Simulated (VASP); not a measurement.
Input of a VASP 6.6.1 run:

The input INCAR:

```
SYSTEM = Al
PREC     = Accurate       ! precision mode
ENCUT    = 500            ! plane-wave cutoff, eV
EDIFF    = 1E-6           ! SCF threshold, eV
ISMEAR   = -1             ! smearing method
SIGMA    = 0.1            ! smearing width, eV
LREAL    = .False.        ! projectors in reciprocal space
LASPH    = .True.         ! aspherical terms in the spheres
NELM     = 120            ! most SCF steps
ALGO     = Normal         ! electronic algorithm
ISIF     = 2              ! what is computed and relaxed
LWAVE    = .False.        ! write WAVECAR
LCHARG   = .False.        ! write CHGCAR
GGA      = PS             ! functional
NBANDS   = 8              ! bands
GGA_COMPAT= .False.
```

File KPOINTS:

```
regular mesh
0
Gamma
  9 9 9
  0 0 0
```

Contents of POSCAR:

```
Al
1.0
   -1.5098498780      1.5098498780      1.5098498780
    1.5098498780     -1.5098498780      1.5098498780
    1.5098498780      1.5098498780     -1.5098498780
Al
1
Direct
    0.0000000000      0.0000000000      0.0000000000
```

Potentials or basis: VASP PAW PBE potentials, release 64 (Al).

Run with:

```console
$ cat potpaw_PBE.64/Al/POTCAR > POTCAR
$ mpirun -np 1 vasp_std > vasp.out
```

(1) Estimate the pressure.

(2) What does it give for the band gap on the k mesh?

## Answers

(1) 20.1 GPa.

(2) zero (an odd number of electrons rules out a gap without spin polarisation).

Caveat: the cell stands under pressure; the PAW data sets were made with another functional, which shifts forces and pressure a little.
